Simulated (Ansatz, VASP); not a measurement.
# Fe in VASP and in Ansatz

```
Fe
1.0
    -1.41667    1.41667    1.41667
     1.41667   -1.41667    1.41667
     1.41667    1.41667   -1.41667
Fe
1
Direct
  0.00000 0.00000 0.00000
```

Alike in both runs: functional PBE; k mesh 19 × 19 × 19; occupations fermi-dirac, width 0.05 eV; collinear spin.

Ansatz relaxed the structure, and its values are those at the end. VASP's run is a single point on that final structure, the one shown.

|  | VASP | Ansatz |
| --- | --- | --- |
| version | VASP 6.6.1 | Ansatz 0.2.0 |
| potentials or method | VASP PAW PBE potentials, release 64 (Fe) | PAW with Ansatz's default frozen-core files, scalar-relativistic |
| plane-wave cutoff (eV) | 520 | 420 |
| valence electrons in the cell | 8 | 16 |

Ansatz gave:

| Item | Value |
| --- | --- |
| pressure (GPa) | 0.0 |
| net moment per atom (μB) | 2.19 |
| size of the moment on the site where the two differ most (μB) | 2.24 |

Question: Estimate VASP's values.

Answer: Pressure (GPa): -0.3; net moment per atom (μB): 2.20; size of the moment on the site where the two differ most (μB): 2.20.

Site moments also hang on the region over which each program counts them. The functional is the same, so the differences come from potentials, cutoffs and numerics. VASP's potentials hold 8 valence electrons a cell and Ansatz's 16, so a difference there can come from the potentials and not from the codes.
